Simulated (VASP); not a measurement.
# WSe2 (P6_3/mmc) in VASP: single point with PBEsol

Aim: the single point of WSe2 with PBEsol.

Everything below comes from runs of VASP 6.6.1. Logs are shortened: lines on timing, memory, paths and dates and some standing lists are left out, and cuts for length are marked.

**Measured values to compare with.**

“Time-resolved XUV ARPES with tunable 24–33 eV laser pulses at 30 meV resolution”, 2019, pmc:6684652 reports, for a bulk crystal of WSe2: band gap 1.3 eV (indirect).

The runs below are set against these values where they give the same quantity.

### Step 1. The cell of the first run

Symmetry: P6_3/mmc, No. 194, hexagonal system. The conventional cell has a = 3.290 Å, b = 3.290 Å, c = 12.970 Å, α = 90.00°, β = 90.00°, γ = 120.00°. W (site symmetry -6m2) has 6 Se at 2.53 Å and 6 W at 3.29 Å within 3.3 Å. Se (site symmetry 3m) has 3 W at 2.53 Å and 7 Se at 3.29 to 3.35 Å within 3.4 Å.

### Step 2. Single point, PBEsol

File INCAR:

```
PREC = Accurate
ENCUT = 520
EDIFF = 1E-6
ISMEAR = -1
SIGMA = 0.08
LREAL = False
LASPH = True
NELM = 60
ALGO = Normal
ISIF = 2
LWAVE = False
LCHARG = False
GGA = PS
NBANDS = 35
```

File KPOINTS:

```
regular mesh
0
Gamma
  11 11 3
```

File POSCAR:

```
WSe2
1.0
    3.2899984505      0.0000000000      0.0000000000
   -1.6449992252      2.8492222365      0.0000000000
    0.0000000000      0.0000000000     12.9700000000
W Se
2 4
Direct
    0.3333333333      0.6666666667      0.2500000000
    0.6666666667      0.3333333333      0.7500000000
    0.3333333333      0.6666666667      0.6210000000
    0.6666666667      0.3333333333      0.1210000000
    0.3333333333      0.6666666667      0.8790000000
    0.6666666667      0.3333333333      0.3790000000
```

Potentials or basis: VASP PAW PBE potentials, release 64 (W_sv, Se).

Launch:

```console
$ cat potpaw_PBE.64/W_sv/POTCAR potpaw_PBE.64/Se/POTCAR > POTCAR
$ mpirun -np 1 vasp_std > vasp.out
```

OUTCAR:

```text
PREC = Accurate
   ENCUT = 520
   EDIFF = 1E-6
   ISMEAR = -1
   LREAL = False
   LASPH = True
   NELM = 60
   ISIF = 2
   GGA = PS

 ion  position               nearest neighbor table
   1  0.333  0.667  0.250-   4 2.53   6 2.53   4 2.53   6 2.53   4 2.53   6 2.53
   2  0.667  0.333  0.750-   3 2.53   5 2.53   3 2.53   5 2.53   3 2.53   5 2.53
   3  0.333  0.667  0.621-   2 2.53   2 2.53   2 2.53
   4  0.667  0.333  0.121-   1 2.53   1 2.53   1 2.53
   5  0.333  0.667  0.879-   2 2.53   2 2.53   2 2.53
   6  0.667  0.333  0.379-   1 2.53   1 2.53   1 2.53

  LATTYP: Found a hexagonal cell.
 ALAT       =     3.2899984505
 C/A-ratio  =     3.9422510968

  Lattice vectors:

 A1 = (   3.2899984505,   0.0000000000,   0.0000000000)
 A2 = (  -1.6449992252,   2.8492222365,   0.0000000000)
 A3 = (   0.0000000000,   0.0000000000,  12.9700000000)

Analysis of symmetry for initial positions (statically):
=====================================================================
 Subroutine PRICEL returns:
 Original cell was already a primitive cell.

 Routine SETGRP: Setting up the symmetry group for a
 hexagonal supercell.

 Subroutine GETGRP returns: Found 24 space group operations
 (whereof 12 operations were pure point group operations)
 out of a pool of 24 trial point group operations.

The static configuration has the point symmetry D_3d.
 The point group associated with its full space group is D_6h.

Analysis of symmetry for dynamics (positions and initial velocities):
=====================================================================
 Subroutine PRICEL returns:
 Original cell was already a primitive cell.

 Routine SETGRP: Setting up the symmetry group for a
 hexagonal supercell.

 Subroutine GETGRP returns: Found 24 space group operations
 (whereof 12 operations were pure point group operations)
 out of a pool of 24 trial point group operations.

The dynamic configuration has the point symmetry D_3d.
 The point group associated with its full space group is D_6h.

 Subroutine INISYM returns: Found 24 space group operations
 (whereof 12 operations are pure point group operations),
 and found     1 'primitive' translations

----------------------------------------------------------------------------------------

                                     Primitive cell

  volume of cell :     121.5800

  direct lattice vectors                    reciprocal lattice vectors
     3.289998451  0.000000000  0.000000000     0.303951511  0.175486487  0.000000000
    -1.644999225  2.849222237  0.000000000     0.000000000  0.350972973  0.000000000
     0.000000000  0.000000000 12.970000000     0.000000000  0.000000000  0.077101002

  length of vectors
     3.289998451  3.289998450 12.970000000     0.350972973  0.350972973  0.077101002

  position of ions in fractional coordinates (direct lattice)
     0.333333333  0.666666667  0.250000000
     0.666666667  0.333333333  0.750000000
     0.333333333  0.666666667  0.621000000
     0.666666667  0.333333333  0.121000000
     0.333333333  0.666666667  0.879000000
     0.666666667  0.333333333  0.379000000

  ion indices of the primitive-cell ions
   primitive index   ion index
                 1           1
                 2           2
                 3           3
                 4           4
                 5           5
                 6           6

----------------------------------------------------------------------------------------

 KPOINTS: regular mesh

Automatic generation of k-mesh.
 Grid dimensions read from file:
 generate k-points for:   11   11    3

 Generating k-lattice:

  Cartesian coordinates                     Fractional coordinates (reciprocal lattice)
     0.027631956  0.015953317  0.000000000     0.090909091  0.000000000  0.000000000
     0.000000000  0.031906634  0.000000000     0.000000000  0.090909091  0.000000000
     0.000000000  0.000000000  0.025700334     0.000000000  0.000000000  0.333333333

  Length of vectors
     0.031906634  0.031906634  0.025700334

  Shift w.r.t. Gamma in fractional coordinates (k-lattice)
     0.000000000  0.000000000  0.000000000

 Subroutine IBZKPT returns following result:
 ===========================================

 Found     32 irreducible k-points:

 Following reciprocal coordinates:
            Coordinates               Weight
  0.000000  0.000000  0.000000      1.000000
  0.090909 -0.000000  0.000000      6.000000
  0.181818  0.000000  0.000000      6.000000
  0.272727  0.000000  0.000000      6.000000
  0.363636 -0.000000  0.000000      6.000000
  0.454545 -0.000000  0.000000      6.000000
[... 16 lines left out ...]
  0.090909  0.090909  0.333333     12.000000
  0.181818  0.090909  0.333333     24.000000
 [... further k-points ...]
   k-points           NKPTS =     32   k-points in BZ     NKDIM =     32   number of bands    NBANDS=     35
   number of dos      NEDOS =    301   number of ions     NIONS =      6
   total plane-waves  NPLWV =  55296
   dimension x,y,z NGX =    24 NGY =   24 NGZ =   96
   dimension x,y,z NGXF=    48 NGYF=   48 NGZF=  192
   ions per type =               2   4
   NGX,Y,Z   is equivalent  to a cutoff of  12.13, 12.13, 12.31 a.u.
   NGXF,Y,Z  is equivalent  to a cutoff of  24.25, 24.25, 24.61 a.u.
 SYSTEM =  unknown system
   PREC   = accura    normal or accurate (medium, high low for compatibility)
   ISTART =      0    job   : 0-new  1-cont  2-samecut
   ICHARG =      2    charge: 1-file 2-atom 10-const
   ISPIN  =      1    spin polarized calculation?
   LNONCOLLINEAR =      F non collinear calculations
   LSORBIT =      F    spin-orbit coupling
   LASPH  =      T    aspherical Exc in radial PAW
   ENCUT  =  520.0 eV  38.22 Ry    6.18 a.u.   6.12  6.12 24.12*2*pi/ulx,y,z
   NELM   =     60;   NELMIN=  2; NELMDL= -5     # of ELM steps
   EDIFF  = 0.1E-05   stopping-criterion for ELM
   LREAL  =      F    real-space projection
   EDIFFG = 0.1E-04   stopping-criterion for IOM
   NSW    =      0    number of steps for IOM
   IBRION =     -1    ionic relax: 0-MD 1-quasi-New 2-CG
   NFREE  =      0    steps in history (QN), initial steepest desc. (CG)
   ISIF   =      2    stress and relaxation
   ISYM   =      2    0-nonsym 1-usesym 2-fastsym
   POTIM  = 0.5000    time-step for ionic-motion
   TEBEG  =    0.0;   TEEND  =   0.0 temperature during run
   PSTRESS=    0.0 pullay stress
   NELECT =      52.0000    total number of electrons
   NUPDOWN=      -1.0000    fix difference up-down
   EMIN   =  10.00;   EMAX   =-10.00  energy-range for DOS
   EFERMI =   0.00;   METHOD = LEGACY
   ISMEAR =    -1;   SIGMA  =   0.08  broadening in eV -4-tet -1-fermi 0-gaus
   EFERMI_NEDOS =   21; number of points for ismear=-14 and -15
   IALGO  =     38    algorithm
   IMIX   =      4    mixing-type and parameters
     AMIX     =   0.40;   BMIX     =  1.00
     AMIX_MAG =   1.60;   BMIX_MAG =  1.00
  volume/ion in A,a.u.               =      20.26       136.74
  Fermi-wavevector in a.u.,A,eV,Ry     =   1.233451  2.330885 20.699927  1.521402
  Thomas-Fermi vector in A             =   2.368181
   LORBIT       =      0    0 simple, 1 ext, 2 COOP (PROOUT), +10 PAW based schemes
   GGA     = PS    functional components
   LHFCALC =     F    Hartree Fock is set to
   AEXX    =    0.0000 exact exchange contribution
   IVDW    =     0    specifies the selected vdW correction
   LEPSILON=     F    determine dielectric tensor
   LRPA    =     F    only Hartree local field effects (RPA)
 non-spin polarized calculation
  energy-cutoff  :      520.00
  volume of cell :      121.58
 maximum number of plane-waves:      3310
   NGX = 13   NGY = 13   NGZ = 49

 number of electron      51.9999991 magnetization

 Free energy of the ion-electron system (eV)
  ---------------------------------------------------
  ext. energy  EPLUGINS =         0.00000000
  ---------------------------------------------------
  free energy    TOTEN  =       -46.54285933 eV

  energy without entropy =      -46.54273914  energy(sigma->0) =      -46.54279923

 E-fermi :   6.5456     XC(G=0): -10.9111

 val. band max:        6.1340892653   @ k =   0.0000   0.0000   0.0000
 cond. band min:       7.0431274521   @ k =   0.1818   0.1818   0.0000
 fundamental gap:      0.9090381868
 Fermi energy:         6.5455577053

 k-point     1 :       0.0000    0.0000    0.0000
  band No.  band energies     occupation
      1     -68.1579      2.00000
      2     -68.1579      2.00000
      3     -32.4068      2.00000
      4     -32.4068      2.00000
      5     -32.2755      2.00000
      6     -32.2755      2.00000
[... 27 lines left out ...]
     34       9.0886      0.00000
     35      10.5406      0.00000

 k-point     2 :       0.0909   -0.0000    0.0000
  band No.  band energies     occupation
      1     -68.1571      2.00000
      2     -68.1571      2.00000
      3     -32.4032      2.00000
      4     -32.4032      2.00000
      5     -32.2944      2.00000
      6     -32.2944      2.00000
[... 27 lines left out ...]
     34       9.0640      0.00000
     35      11.2696      0.00000

 k-point     3 :       0.1818    0.0000    0.0000
  band No.  band energies     occupation
      1     -68.1549      2.00000
      2     -68.1549      2.00000
      3     -32.3935      2.00000
      4     -32.3935      2.00000
      5     -32.3447      2.00000
      6     -32.3447      2.00000
[... 27 lines left out ...]
     34       9.5786      0.00000
     35      12.2296      0.00000

 k-point     4 :       0.2727    0.0000    0.0000
  band No.  band energies     occupation
      1     -68.1520      2.00000
      2     -68.1520      2.00000
      3     -32.4099      2.00000
      4     -32.4099      2.00000
      5     -32.3808      2.00000
      6     -32.3808      2.00000
[... 27 lines left out ...]
     34      10.0637      0.00000
     35      12.3516      0.00000

 k-point     5 :       0.3636   -0.0000    0.0000
  band No.  band energies     occupation
      1     -68.1494      2.00000
      2     -68.1494      2.00000
      3     -32.4692      2.00000
      4     -32.4692      2.00000
      5     -32.3692      2.00000
      6     -32.3692      2.00000
[... 638 lines left out ...]
 k-point    22 :       0.4545   -0.0000    0.3333
  band No.  band energies     occupation
      1     -68.1478      2.00000
      2     -68.1478      2.00000
      3     -32.5041      2.00000
      4     -32.5041      2.00000
      5     -32.3622      2.00000
      6     -32.3622      2.00000
[... 27 lines left out ...]
     34      10.2335      0.00000
     35      10.3746      0.00000

 k-point    23 :       0.0909    0.0909    0.3333
  band No.  band energies     occupation
      1     -68.1556      2.00000
      2     -68.1556      2.00000
      3     -32.3966      2.00000
      4     -32.3965      2.00000
      5     -32.3279      2.00000
      6     -32.3279      2.00000
[... 27 lines left out ...]
     34       9.4531      0.00000
     35      12.2775      0.00000

 k-point    24 :       0.1818    0.0909    0.3333
  band No.  band energies     occupation
      1     -68.1531      2.00000
      2     -68.1530      2.00000
      3     -32.3854      2.00000
      4     -32.3854      2.00000
      5     -32.3828      2.00000
      6     -32.3828      2.00000
[... 27 lines left out ...]
     34       9.9897      0.00000
     35      12.8193      0.00000

 [... further k-points ...]
[... 5 lines left out ...]
  --------------------------------------------------------------------------------------
  -------------------------------------------------------------------------------------
  Total       -0.9479370     -0.9479370     -0.0261034     -0.0000000     -0.0000000      0.0000000
  in kB      -12.4918870    -12.4918870     -0.3439894     -0.0000000     -0.0000000      0.0000000
  external PRESSURE =      -8.4425878 kB  Pullay stress =       0.0000000 kB

 VOLUME and BASIS-vectors are now :
 -----------------------------------------------------------------------------
  energy-cutoff  :      520.00
  volume of cell :      121.58
      direct lattice vectors                 reciprocal lattice vectors
     3.289998451  0.000000000  0.000000000     0.303951511  0.175486487  0.000000000
    -1.644999225  2.849222237  0.000000000     0.000000000  0.350972973  0.000000000
     0.000000000  0.000000000 12.970000000     0.000000000  0.000000000  0.077101002

 POSITION                                       TOTAL-FORCE (eV/Angst)
 -----------------------------------------------------------------------------------
     -0.00000      1.89948      3.24250        -0.000000      0.000000      0.000000
      1.64500      0.94974      9.72750         0.000000     -0.000000      0.000000
     -0.00000      1.89948      8.05437        -0.000000      0.000000      0.070847
      1.64500      0.94974      1.56937         0.000000      0.000000      0.070847
     -0.00000      1.89948     11.40063        -0.000000     -0.000000     -0.070847
      1.64500      0.94974      4.91563         0.000000      0.000000     -0.070847
 -----------------------------------------------------------------------------------
    total drift:                               -0.000000      0.000000     -0.000000

  FREE ENERGIE OF THE ION-ELECTRON SYSTEM (eV)
  ---------------------------------------------------
  free  energy   TOTEN  =       -46.5428593305 eV

  energy  without entropy=      -46.5427391361  energy(sigma->0) =      -46.54279923
```

Run time: 2 min. Hardware: 1 thread of AMD EPYC 7R43 (Zen 3), shared host; peak memory 0.25 GiB.

What came out:

- Free energy: -46.5429 eV
- Pressure: -0.8 GPa
- Largest force: 0.071 eV/Å
- Band gap on the k mesh: 0.91 eV (least direct gap 1.73 eV)

Forces on the atoms (eV/Å):
```
W    0.000  0.000  0.000
W    0.000  0.000  0.000
Se   0.000  0.000  0.071
Se   0.000  0.000  0.071
Se   0.000  0.000 -0.071
Se   0.000  0.000 -0.071
```

Levels at points of the mesh, in eV from the valence-band top:
| k point | band 23 | band 24 | band 25 | band 26 | band 27 | band 28 | band 29 | band 30 |
| --- | --- | --- | --- | --- | --- | --- | --- | --- |
| (0.00, 0.00, 0.00) | -1.50 | -1.13 | -1.05 | 0.00 | 2.64 | 2.64 | 2.69 | 2.69 |

Caveat: the PAW data sets were made with another functional, which shifts forces and pressure a little; spin-orbit coupling is left out, which moves the levels of the heavy elements; this functional lacks dispersion, which binds layers or chains, so the pressure and a relaxed spacing across them are unreliable.

### Step 3. How close it comes

Step 2. Against the measured gap of WSe2, 1.3 eV (indirect; “Time-resolved XUV ARPES with tunable 24–33 eV laser pulses at 30 meV resolution”, 2019, pmc:6684652), the calculated 0.91 eV is off by -0.39 eV. Spin-orbit coupling on Se, W is left out. The value is that of PBEsol on a finite k mesh, which can miss the band edges, without temperature or zero-point motion. Semilocal functionals fall short of measured gaps as a rule.
